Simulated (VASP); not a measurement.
# Al (Fd-3m) in VASP: a series of runs

The runs below take Al through single point, with PBEsol.

All numbers are computed with VASP 6.6.1; they aren't measurements. Logs are shortened: lines on timing, memory, paths and dates and some standing lists are left out, and cuts for length are marked.

## 1. The cell of the first run

The structure is cubic, space group Fd-3m (No. 227). The conventional cell has a = 5.320 Å, b = 5.320 Å, c = 5.320 Å, α = 90.00°, β = 90.00°, γ = 90.00°. Within 3.0 Å of Al (site symmetry -43m) lie 4 Al at 2.30 Å.

## 2. Single point, PBEsol

INCAR

```
PREC     = Accurate       # precision mode
ENCUT    = 520            # plane-wave cutoff, eV
EDIFF    = 1E-6           # SCF threshold, eV
ISMEAR   = 0              # smearing method
SIGMA    = 0.1            # smearing width, eV
LREAL    = F              # projectors in reciprocal space
LASPH    = T              # aspherical terms in the spheres
NELM     = 100            # most SCF steps
ALGO     = Normal         # electronic algorithm
ISIF     = 2              # what is computed and relaxed
LWAVE    = F              # write WAVECAR
LCHARG   = T              # write CHGCAR
GGA      = PS             # functional
LELF     = T              # ELF
LVHAR    = T            
NBANDS   = 10             # bands
```

KPOINTS

```
Automatic mesh
0
Gamma
  6 6 6
```

POSCAR

```
Al
1.0
    0.0000000000      2.6598623323      2.6598623323
    2.6598623323      0.0000000000      2.6598623323
    2.6598623323      2.6598623323      0.0000000000
Al
2
Direct
    0.5000000000      0.5000000000      0.5000000000
    0.7500000000      0.7500000000      0.7500000000
```

Potentials or basis: VASP PAW PBE potentials, release 64 (Al).

Command:

```console
> cat potpaw_PBE.64/Al/POTCAR > POTCAR
> mpirun -np 1 vasp_std > vasp.out
```

OUTCAR:

```text
PREC = Accurate
   ENCUT = 520
   EDIFF = 1E-6
   ISMEAR = 0
   LREAL = F
   LASPH = T
   NELM = 100
   ISIF = 2
   GGA = PS

 ion  position               nearest neighbor table
   1  0.500  0.500  0.500-   2 2.30   2 2.30   2 2.30   2 2.30
   2  0.750  0.750  0.750-   1 2.30   1 2.30   1 2.30   1 2.30

  LATTYP: Found a face centered cubic cell.
 ALAT       =     5.3197246646

  Lattice vectors:

 A1 = (   0.0000000000,   2.6598623323,   2.6598623323)
 A2 = (   2.6598623323,   0.0000000000,   2.6598623323)
 A3 = (   2.6598623323,   2.6598623323,   0.0000000000)

Analysis of symmetry for initial positions (statically):
=====================================================================
 Subroutine PRICEL returns:
 Original cell was already a primitive cell.

 Routine SETGRP: Setting up the symmetry group for a
 face centered cubic supercell.

 Subroutine GETGRP returns: Found 48 space group operations
 (whereof 24 operations were pure point group operations)
 out of a pool of 48 trial point group operations.

The static configuration has the point symmetry T_d .
 The point group associated with its full space group is O_h .

Analysis of symmetry for dynamics (positions and initial velocities):
=====================================================================
 Subroutine PRICEL returns:
 Original cell was already a primitive cell.

 Routine SETGRP: Setting up the symmetry group for a
 face centered cubic supercell.

 Subroutine GETGRP returns: Found 48 space group operations
 (whereof 24 operations were pure point group operations)
 out of a pool of 48 trial point group operations.

The dynamic configuration has the point symmetry T_d .
 The point group associated with its full space group is O_h .

 Subroutine INISYM returns: Found 48 space group operations
 (whereof 24 operations are pure point group operations),
 and found     1 'primitive' translations

----------------------------------------------------------------------------------------

                                     Primitive cell

  volume of cell :      37.6363

  direct lattice vectors                    reciprocal lattice vectors
     0.000000000  2.659862332  2.659862332    -0.187979654  0.187979654  0.187979654
     2.659862332  0.000000000  2.659862332     0.187979654 -0.187979654  0.187979654
     2.659862332  2.659862332  0.000000000     0.187979654  0.187979654 -0.187979654

  length of vectors
     3.761613384  3.761613384  3.761613384     0.325590311  0.325590311  0.325590311

  position of ions in fractional coordinates (direct lattice)
     0.500000000  0.500000000  0.500000000
     0.750000000  0.750000000  0.750000000

  ion indices of the primitive-cell ions
   primitive index   ion index
                 1           1
                 2           2

----------------------------------------------------------------------------------------

 KPOINTS: Automatic mesh

Automatic generation of k-mesh.
 Grid dimensions read from file:
 generate k-points for:    6    6    6

 Generating k-lattice:

  Cartesian coordinates                     Fractional coordinates (reciprocal lattice)
    -0.031329942  0.031329942  0.031329942     0.166666667  0.000000000  0.000000000
     0.031329942 -0.031329942  0.031329942     0.000000000  0.166666667  0.000000000
     0.031329942  0.031329942 -0.031329942     0.000000000  0.000000000  0.166666667

  Length of vectors
     0.054265052  0.054265052  0.054265052

  Shift w.r.t. Gamma in fractional coordinates (k-lattice)
     0.000000000  0.000000000  0.000000000

 Subroutine IBZKPT returns following result:
 ===========================================

 Found     16 irreducible k-points:

 Following reciprocal coordinates:
            Coordinates               Weight
  0.000000  0.000000  0.000000      1.000000
  0.166667  0.000000  0.000000      8.000000
  0.333333  0.000000  0.000000      8.000000
  0.500000  0.000000  0.000000      4.000000
  0.166667  0.166667  0.000000      6.000000
  0.333333  0.166667  0.000000     24.000000
[... 8 lines left out ...]
 -0.333333  0.333333  0.166667     24.000000
 -0.333333  0.500000  0.166667     12.000000
   k-points           NKPTS =     16   k-points in BZ     NKDIM =     16   number of bands    NBANDS=     10
   number of dos      NEDOS =    301   number of ions     NIONS =      2
   total plane-waves  NPLWV =  21952
   dimension x,y,z NGX =    28 NGY =   28 NGZ =   28
   dimension x,y,z NGXF=    56 NGYF=   56 NGZF=   56
   ions per type =               2
   NGX,Y,Z   is equivalent  to a cutoff of  12.37, 12.37, 12.37 a.u.
   NGXF,Y,Z  is equivalent  to a cutoff of  24.75, 24.75, 24.75 a.u.
 SYSTEM =  unknown system
   PREC   = accura    normal or accurate (medium, high low for compatibility)
   ISTART =      0    job   : 0-new  1-cont  2-samecut
   ICHARG =      2    charge: 1-file 2-atom 10-const
   ISPIN  =      1    spin polarized calculation?
   LNONCOLLINEAR =      F non collinear calculations
   LSORBIT =      F    spin-orbit coupling
   LASPH  =      T    aspherical Exc in radial PAW
   ENCUT  =  520.0 eV  38.22 Ry    6.18 a.u.   6.99  6.99  6.99*2*pi/ulx,y,z
   NELM   =    100;   NELMIN=  2; NELMDL= -5     # of ELM steps
   EDIFF  = 0.1E-05   stopping-criterion for ELM
   LREAL  =      F    real-space projection
   EDIFFG = 0.1E-04   stopping-criterion for IOM
   NSW    =      0    number of steps for IOM
   IBRION =     -1    ionic relax: 0-MD 1-quasi-New 2-CG
   NFREE  =      0    steps in history (QN), initial steepest desc. (CG)
   ISIF   =      2    stress and relaxation
   ISYM   =      2    0-nonsym 1-usesym 2-fastsym
   POTIM  = 0.5000    time-step for ionic-motion
   TEBEG  =    0.0;   TEEND  =   0.0 temperature during run
   PSTRESS=    0.0 pullay stress
   NELECT =       6.0000    total number of electrons
   NUPDOWN=      -1.0000    fix difference up-down
   EMIN   =  10.00;   EMAX   =-10.00  energy-range for DOS
   EFERMI =   0.00;   METHOD = LEGACY
   ISMEAR =     0;   SIGMA  =   0.10  broadening in eV -4-tet -1-fermi 0-gaus
   EFERMI_NEDOS =   21; number of points for ismear=-14 and -15
   IALGO  =     38    algorithm
   IMIX   =      4    mixing-type and parameters
     AMIX     =   0.40;   BMIX     =  1.00
     AMIX_MAG =   1.60;   BMIX_MAG =  1.00
  volume/ion in A,a.u.               =      18.82       126.99
  Fermi-wavevector in a.u.,A,eV,Ry     =   0.887679  1.677471 10.721044  0.787975
  Thomas-Fermi vector in A             =   2.009009
   LORBIT       =      0    0 simple, 1 ext, 2 COOP (PROOUT), +10 PAW based schemes
   GGA     = PS    functional components
   LHFCALC =     F    Hartree Fock is set to
   AEXX    =    0.0000 exact exchange contribution
   IVDW    =     0    specifies the selected vdW correction
   LEPSILON=     F    determine dielectric tensor
   LRPA    =     F    only Hartree local field effects (RPA)
 non-spin polarized calculation
 Gauss-broadening in eV      SIGMA  =   0.10
  energy-cutoff  :      520.00
  volume of cell :       37.64
 maximum number of plane-waves:      1020
   NGX = 13   NGY = 13   NGZ = 13

 number of electron       6.0000000 magnetization

 Free energy of the ion-electron system (eV)
  ---------------------------------------------------
  ext. energy  EPLUGINS =         0.00000000
  ---------------------------------------------------
  free energy    TOTEN  =        -5.37885861 eV

  energy without entropy =       -5.36384123  energy(sigma->0) =       -5.37134992

 E-fermi :   5.5661     XC(G=0):  -9.5701

 val. band max:        5.5647800021   @ k =   0.5000   0.3333   0.1667
 cond. band min:       5.6213509228   @ k =   0.3333   0.3333   0.0000
 fundamental gap:      0.0565709207
 Fermi energy:         5.5661326909

 k-point     1 :       0.0000    0.0000    0.0000
  band No.  band energies     occupation
      1      -4.0559      2.00000
      2       8.6035      0.00000
      3       8.6035      0.00000
      4       8.6035      0.00000
      5      10.3952      0.00000
      6      10.3952      0.00000
      7      10.3952      0.00000
      8      14.4398      0.00000
      9      14.4398      0.00000
     10      15.0181      0.00000

 k-point     2 :       0.1667    0.0000    0.0000
  band No.  band energies     occupation
      1      -3.6418      2.00000
      2       6.0102      0.00000
      3       8.0336      0.00000
      4       8.0336      0.00000
      5      10.9303      0.00000
      6      11.1760      0.00000
      7      11.1760      0.00000
      8      13.6308      0.00000
      9      13.6308      0.00000
     10      15.5782      0.00000

 k-point     3 :       0.3333    0.0000    0.0000
  band No.  band energies     occupation
      1      -2.4362      2.00000
      2       2.7278      2.00000
      3       7.4926      0.00000
      4       7.4926      0.00000
      5      10.7440      0.00000
      6      10.8213      0.00000
      7      10.8213      0.00000
      8      14.6278      0.00000
      9      15.0907      0.00000
     10      15.0907      0.00000

 k-point     4 :       0.5000    0.0000    0.0000
  band No.  band energies     occupation
      1      -1.0579      2.00000
      2       0.6172      2.00000
      3       7.3304      0.00000
      4       7.3304      0.00000
      5      10.3802      0.00000
      6      10.3802      0.00000
      7      10.6457      0.00000
      8      14.0828      0.00000
      9      17.5826      0.00000
     10      17.5826      0.00000

 k-point     5 :       0.1667    0.1667    0.0000
  band No.  band energies     occupation
      1      -3.5029      2.00000
      2       7.0116      0.00000
      3       7.0116      0.00000
      4       7.0925      0.00000
      5       9.2834      0.00000
      6      11.3949      0.00000
      7      12.6393      0.00000
      8      12.6393      0.00000
      9      15.0103      0.00000
     10      17.0163      0.00000

 k-point     6 :       0.3333    0.1667    0.0000
  band No.  band energies     occupation
      1      -2.5538      2.00000
      2       4.0141      2.00000
      3       6.4127      0.00000
      4       6.4213      0.00000
      5       9.3500      0.00000
      6      11.1489      0.00000
      7      12.9455      0.00000
      8      13.2251      0.00000
      9      16.1905      0.00000
     10      17.1711      0.00000
[... 79 lines left out ...]
 k-point    13 :       0.5000    0.5000    0.0000
  band No.  band energies     occupation
      1       0.7415      2.00000
      2       0.7415      2.00000
      3       5.1433      2.00000
      4       5.1433      2.00000
      5       7.6204      0.00000
      6       7.6204      0.00000
      7      18.3127      0.00000
      8      18.3127      0.00000
      9      19.5518      0.00000
     10      19.5544      0.00000

 k-point    14 :       0.5000    0.3333    0.1667
  band No.  band energies     occupation
      1      -1.3713      2.00000
      2       3.1793      2.00000
      3       4.0072      2.00000
      4       5.5648      1.01526
      5      10.5382      0.00000
      6      10.6442      0.00000
      7      12.3808      0.00000
      8      15.3003      0.00000
      9      17.1085      0.00000
     10      18.3740      0.00000

 k-point    15 :      -0.3333    0.3333    0.1667
  band No.  band energies     occupation
      1       0.0058      2.00000
      2       1.4496      2.00000
      3       3.7019      2.00000
      4       4.8667      2.00000
      5      10.5640      0.00000
      6      11.4344      0.00000
      7      13.5063      0.00000
      8      14.6381      0.00000
      9      16.2902      0.00000
     10      18.8578      0.00000

 k-point    16 :      -0.3333    0.5000    0.1667
  band No.  band energies     occupation
      1       1.0397      2.00000
      2       1.0397      2.00000
      3       3.7536      2.00000
      4       3.7536      2.00000
      5      10.1353      0.00000
      6      10.1353      0.00000
      7      14.7437      0.00000
      8      14.7437      0.00000
      9      19.0190      0.00000
     10      19.0190      0.00000

------------------------ aborting loop because EDIFF is reached ----------------------------------------

  FORCE on cell =-STRESS in cart. coord.  units (eV):
  Direction    XX          YY          ZZ          XY          YZ          ZX
  --------------------------------------------------------------------------------------
  -------------------------------------------------------------------------------------
  Total        6.8763506      6.8763506      6.8763506     -0.0000000      0.0000000     -0.0000000
  in kB      292.7258820    292.7258820    292.7258820     -0.0000000      0.0000000     -0.0000000
  external PRESSURE =     292.7258820 kB  Pullay stress =       0.0000000 kB

 VOLUME and BASIS-vectors are now :
 -----------------------------------------------------------------------------
  energy-cutoff  :      520.00
  volume of cell :       37.64
      direct lattice vectors                 reciprocal lattice vectors
     0.000000000  2.659862332  2.659862332    -0.187979654  0.187979654  0.187979654
     2.659862332  0.000000000  2.659862332     0.187979654 -0.187979654  0.187979654
     2.659862332  2.659862332  0.000000000     0.187979654  0.187979654 -0.187979654

 POSITION                                       TOTAL-FORCE (eV/Angst)
 -----------------------------------------------------------------------------------
      2.65986      2.65986      2.65986         0.000000      0.000000      0.000000
      3.98979      3.98979      3.98979        -0.000000     -0.000000     -0.000000
 -----------------------------------------------------------------------------------
    total drift:                                0.000000      0.000000     -0.000000

  FREE ENERGIE OF THE ION-ELECTRON SYSTEM (eV)
  ---------------------------------------------------
  free  energy   TOTEN  =        -5.3788586145 eV

  energy  without entropy=       -5.3638412346  energy(sigma->0) =       -5.37134992
```

It took 10 s on 1 thread of AMD EPYC 7R13, shared host; peak memory 0.12 GiB.

Results:

| Quantity | Value |
| --- | --- |
| Free energy | -5.3789 eV |
| Pressure | 29.3 GPa |
| Band gap on the k mesh | zero (band 3 reaches 8.60 eV, above the bottom of band 4 at 3.75 eV) |

Levels at points of the mesh, in eV from the Fermi level:
| k point | band 1 | band 2 | band 3 | band 4 | band 5 | band 6 | band 7 | band 8 |
| --- | --- | --- | --- | --- | --- | --- | --- | --- |
| (0.00, 0.00, 0.00) | -9.62 | 3.04 | 3.04 | 3.04 | 4.83 | 4.83 | 4.83 | 8.87 |
| (0.50, 0.00, 0.00) | -6.62 | -4.95 | 1.76 | 1.76 | 4.81 | 4.81 | 5.08 | 8.52 |
| (0.50, 0.50, 0.00) | -4.82 | -4.82 | -0.42 | -0.42 | 2.05 | 2.05 | 12.75 | 12.75 |

Caveat: the PAW data sets were made with another functional, which shifts forces and pressure a little.

## 3. Single point, PBEsol

This run uses another cell than the first one, of 26.87 Å³/atom, 1.428 times its volume.

INCAR

```
SYSTEM = Al
PREC = Accurate ; ENCUT = 520
EDIFF = 1E-6 ; ISMEAR = 0
SIGMA = 0.1 ; LREAL = .FALSE.
LASPH = .TRUE. ; NELM = 80
ALGO = Normal ; ISIF = 2
LWAVE = .FALSE. ; LCHARG = .FALSE.
GGA = PS ; NBANDS = 10
```

KPOINTS

```
regular mesh
0
G
  6 6 6
  0 0 0
```

POSCAR

```
Al
1.0
    0.0000000000      2.9952099329      2.9952099329
    2.9952099329      0.0000000000      2.9952099329
    2.9952099329      2.9952099329      0.0000000000
Al
2
Direct
    0.5000000000      0.5000000000      0.5000000000
    0.7500000000      0.7500000000      0.7500000000
```

Potentials or basis: VASP PAW PBE potentials, release 64 (Al).

Command:

```console
> cat potpaw_PBE.64/Al/POTCAR > POTCAR
> mpirun -np 1 vasp_std > vasp.out
```

Wall time 9 s (1 thread of AMD EPYC 7R13, shared host); peak memory 0.13 GiB.

It converged, with:

```yaml
Free_energy: -6.4919 eV
Pressure: 0.1 GPa
Band_gap_on_the_k_mesh: zero (band 3 reaches 5.08 eV, above the bottom of band 4 at 1.67 eV)
```

Levels at points of the mesh, in eV from the Fermi level:
| k point | band 1 | band 2 | band 3 | band 4 | band 5 | band 6 | band 7 |
| --- | --- | --- | --- | --- | --- | --- | --- |
| (0.00, 0.00, 0.00) | -7.94 | 2.19 | 2.19 | 2.19 | 4.02 | 4.02 | 4.02 |
| (0.50, 0.00, 0.00) | -5.86 | -3.90 | 1.16 | 1.16 | 3.33 | 4.42 | 4.42 |
| (0.50, 0.50, 0.00) | -4.35 | -4.35 | -0.37 | -0.37 | 2.08 | 2.08 | 10.79 |

Caveat: the PAW data sets were made with another functional, which shifts forces and pressure a little.
